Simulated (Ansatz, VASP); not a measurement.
One calculation of PtSe2, two programs

```
Pt Se
1.0
     3.75156    0.00000    0.00000
    -1.87578    3.24894    0.00000
     0.00000    0.00000    6.49895
Pt Se
1 2
Direct
  0.00000 0.00000 0.00000
  0.66667 0.33333 0.79895
  0.33333 0.66667 0.20105
```

Alike in both runs: functional PBE; k mesh 12 × 12 × 4; occupations gaussian, width 0.02 eV; no spin polarisation.

Ansatz relaxed the structure, and its values are those at the end. VASP's run is a single point on that final structure, the one shown.

|  | VASP | Ansatz |
| --- | --- | --- |
| version | VASP 6.6.1 | Ansatz 0.2.0 |
| potentials or method | VASP PAW PBE potentials, release 64 (Pt, Se), cutoff 520 eV | scalar-relativistic, plane waves, PAW |
| valence electrons in the cell | 22 | 50 |

```tsv
	VASP	Ansatz	Ansatz less VASP
gap on the k mesh at the Fermi level (eV)	0.87	0.88	+0.011
least direct gap on the mesh (eV)	1.02	1.04	+0.011
pressure (GPa)	0.0	0.0	+0.03
```

VASP's potentials hold 22 valence electrons a cell and Ansatz's 50, so a difference there can come from the potentials and not from the codes.

Neither program's run includes spin-orbit coupling.
